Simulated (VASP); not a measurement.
# CS2 in VASP: a series of runs, part 2 of 2

VASP 6.6.1.

## (5) Single point, PBE+D3(BJ)

Contents of INCAR:

```
ALGO = Normal
EDIFF = 1E-7
ENCUT = 520
GGA = PE
ISIF = 2
ISMEAR = -1
IVDW = 12
LASPH = T
LCHARG = T
LELF = T
LREAL = Auto
LVHAR = T
LWAVE = F
NBANDS = 82
NELM = 100
PREC = Accurate
SIGMA = 0.05
```

Contents of KPOINTS:

```
k-points
0
Gamma
  1 1 1
```

Contents of POSCAR:

```
CS2
1.0
    9.2831780000      0.0000000000      0.0000000000
    0.0000000000      9.2831780000      0.0000000000
    0.0000000000      0.0000000000      9.2831780000
S C
16 8
Direct
    0.1330471095      0.7211646701      0.0845938751
   -0.1190648289      0.8030978184     -0.1267130718
    0.7561634604      0.6048359732      0.4427686294
    0.5128847039      0.4191775704      0.3052079794
    0.2042188569      0.7573268551      0.4634835183
    0.4886257702      0.7907744525      0.6409873860
    1.2047167468      0.0536131053      0.7845265921
    1.0056577607      0.2422015392      0.9700449566
   -0.1531264401     -0.0715272291      0.2417275636
    0.0922852066      0.1235675972      0.3679451153
    0.5839056409      0.4466466118      0.8908587124
    0.3036783308      0.3984519095      0.7167265348
    0.4278276254      1.0616407442      0.2370955291
    0.5372190429      0.8186420642      0.0290633229
    0.5824944863      0.0860481184      0.8388075721
    0.7792913160      0.2168438438      0.5947747636
    0.0102120201      0.7396928078     -0.0357420702
    0.6332206492      0.5090067216      0.3745700018
    0.3429105851      0.7811441297      0.5601853158
    1.1096307752      0.1503472195      0.8800542228
   -0.0405249151      0.0193037341      0.3308888400
    0.4386105706      0.4397201045      0.8080314737
    0.4739432983      0.9377284374      0.1336180347
    0.6808875150      0.1304402436      0.7042846749
```

Potentials or basis: VASP PAW PBE potentials, release 64 (S, C).

Command:

```bash
> cat potpaw_PBE.64/S/POTCAR potpaw_PBE.64/C/POTCAR > POTCAR
> mpirun -np 1 vasp_gam > vasp.out
```

OUTCAR:

```text
EDIFF = 1E-7
   ENCUT = 520
   GGA = PE
   ISIF = 2
   ISMEAR = -1
   IVDW = 12
   LASPH = T
   LREAL = Auto
   NELM = 100
   PREC = Accurate
 IVDW          = 12

 ion  position               nearest neighbor table
   1  0.133  0.721  0.085-  17 1.61
   2  0.881  0.803  0.873-  17 1.58
   3  0.756  0.605  0.443-  18 1.58
   4  0.513  0.419  0.305-  18 1.54
   5  0.204  0.757  0.463-  19 1.59
[... 319 lines left out ...]
  -------------------------------------------------------------------------------------
  Total      -7.62619    -1.84775    -6.42432    -2.52745     0.39531    -3.08824
  in kB     -15.27314    -3.70053   -12.86612    -5.06178     0.79169    -6.18489
  external pressure =      -10.61 kB  Pullay stress =        0.00 kB

 VOLUME and BASIS-vectors are now :
 -----------------------------------------------------------------------------
  energy-cutoff  :      520.00
  volume of cell :      800.00
      direct lattice vectors                 reciprocal lattice vectors
     9.283178000  0.000000000  0.000000000     0.107721731  0.000000000  0.000000000
     0.000000000  9.283178000  0.000000000     0.000000000  0.107721731  0.000000000
     0.000000000  0.000000000  9.283178000     0.000000000  0.000000000  0.107721731

 POSITION                                       TOTAL-FORCE (eV/Angst)
 -----------------------------------------------------------------------------------
      1.23510      6.69470      0.78530        -1.203690     -0.316093     -1.684068
      8.17788      7.45530      8.10688         0.814236     -0.843710      0.201285
      7.01960      5.61480      4.11030        -0.645523     -0.647607     -0.379899
      4.76120      3.89130      2.83330        -0.695911     -0.467959     -0.387835
      1.89580      7.03040      4.30260         0.782871      0.271941      0.851564
      4.53600      7.34090      5.95040        -0.066716      0.159686      0.197974
[... 16 lines left out ...]
      4.39970      8.70510      1.24040         0.722790     -0.643703     -0.441406
      6.32080      1.21090      6.53800        -0.245241      1.203520      1.104891
 -----------------------------------------------------------------------------------
    total drift:                               -0.013854     -0.009497      0.011988

  FREE ENERGIE OF THE ION-ELECTRON SYSTEM (eV)
  ---------------------------------------------------
  free  energy   TOTEN  =      -134.9062963607 eV

  energy  without entropy=     -134.9062963607  energy(sigma->0) =     -134.90629636
```

OSZICAR:

```text
N       E                     dE             d eps       ncg     rms          rms(c)
DAV:   1     0.113779827811E+04    0.11378E+04   -0.57225E+04   164   0.134E+03
DAV:   2     0.105100713331E+02   -0.11273E+04   -0.10874E+04   232   0.264E+02
DAV:   3    -0.134928021932E+03   -0.14544E+03   -0.14348E+03   192   0.103E+02
[... 12 lines left out ...]
DAV:  16    -0.131974308088E+03    0.11953E-04   -0.84422E-06   192   0.136E-02    0.174E-02
DAV:  17    -0.131974304165E+03    0.39226E-05   -0.53757E-06   208   0.926E-03    0.108E-02
DAV:  18    -0.131974303396E+03    0.76898E-06   -0.17215E-06   184   0.416E-03    0.627E-03
DAV:  19    -0.131974303137E+03    0.25921E-06   -0.17341E-07   120   0.196E-03    0.470E-03
DAV:  20    -0.131974303086E+03    0.51357E-07   -0.13690E-07    88   0.152E-03
   1 F= -.13490630E+03 E0= -.13490630E+03  d E =-.459232E-10
```

stdout:

```text
POSCAR found type information on POSCAR S C
 POSCAR found :  2 types and      24 ions
 scaLAPACK will be used
 LDA part: xc-table for (Slater+PW92), standard interpolation
 POSCAR, INCAR and KPOINTS ok, starting setup
 FFT: planning ... GRIDC
 FFT: planning ... GRID_SOFT
 FFT: planning ... GRID
 WAVECAR not read
 entering main loop
```

Wall time 2.1 min (1 thread of Intel Xeon Platinum 8259CL at 2.50GHz (Skylake/Cascade Lake), shared host); peak memory 0.65 GiB.

Results:

- Free energy: -134.9063 eV
- Pressure: -1.1 GPa
- Largest force: 2.170 eV/Å
- Dispersion energy per atom: -0.122 eV

Forces in eV/Å, atoms in the order of the input:
```
S   -1.204 -0.316 -1.684
S    0.814 -0.844  0.201
S   -0.646 -0.648 -0.380
S   -0.696 -0.468 -0.388
S    0.783  0.272  0.852
S   -0.067  0.160  0.198
S    0.543 -0.527 -0.416
S   -0.582  0.651  0.734
S    0.295  0.443  1.182
S   -1.502 -1.096  0.204
S    0.121  0.561  0.334
S    0.132  0.627  0.120
S   -0.041 -0.267 -0.131
S   -0.765  0.423  0.917
S    1.174  0.171 -1.816
S   -0.723 -1.129  0.496
C    0.493  1.092  1.345
C    1.375  1.131  0.722
C   -0.792 -0.600 -1.097
C   -0.145 -0.317 -0.220
C    1.081  0.898 -1.365
C   -0.127 -0.778 -0.471
C    0.723 -0.644 -0.441
C   -0.245  1.204  1.105
```

Stress tensor (GPa, compression positive):
```
-1.53 -0.51 -0.62
-0.51 -0.37  0.08
-0.62  0.08 -1.29
```

Levels at points of the mesh, in eV from the Fermi level:
| k point | band 62 | band 63 | band 64 | band 65 | band 66 | band 67 |
| --- | --- | --- | --- | --- | --- | --- |
| (0.00, 0.00, 0.00) | -1.59 | -1.50 | -1.24 | 1.40 | 1.44 | 1.61 |

Caveat: the k points lie up to 0.68 Å⁻¹ apart.

## (6) Overview

| cell | pressure (GPa) | largest force (eV/Å) |
| --- | --- | --- |
| as given, atomic positions A | -0.7 | 0.29 |
| as given, atomic positions B | -1.3 | 5.55 |
| as given, atomic positions C | 0.2 | 4.20 |
| as given, atomic positions D | -1.1 | 2.17 |

Alike in all rows: task single point; level PBE+D3(BJ); potentials or basis VASP PAW PBE potentials, release 64 (S, C); no spin polarisation; k mesh 1 × 1 × 1; cutoff (eV) 520; smearing fermi-dirac 0.05 eV.

Caveats: all runs use coarse meshes.

Total energies depend on the potentials used, so only differences within one code and one set of settings carry meaning.
